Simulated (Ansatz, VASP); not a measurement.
## Rh in VASP and in Ansatz

```
Rh
1.0
     1.31834   -2.28444    0.00000
     1.31834    2.28444    0.00000
     0.00000    0.00000    2.55201
Rh
1
Direct
  0.50000 0.50000 0.00000
```

Alike in both runs: functional PBE; k mesh 6 × 6 × 14; occupations gaussian, width 0.1 eV; no spin polarisation.

Ansatz relaxed the structure, and its values are those at the end. VASP's run is a single point on that final structure, the one shown.

```csv
,VASP,Ansatz
version,VASP 6.6.1,Ansatz 0.2.0
potentials or method,"VASP PAW PBE potentials, release 64 (Rh_sv_GW), cutoff 620 eV","scalar-relativistic, plane waves, PAW"
valence electrons in the cell,17,17
```

VASP gave:

| Quantity | Value |
| --- | --- |
| gap on the k mesh at the Fermi level (eV) | none |
| pressure (GPa) | -0.4 |

**Question.** What did Ansatz give for the same quantities?

**Answer.** gap on the k mesh at the Fermi level (eV): none; pressure (GPa): 0.0.

A gap of «none» marks a metal or a gap that the smearing closes. With one functional, cell and mesh, what is left measures potentials, basis and numerics.

The k mesh is coarse, so the values compare programs but aren't converged.
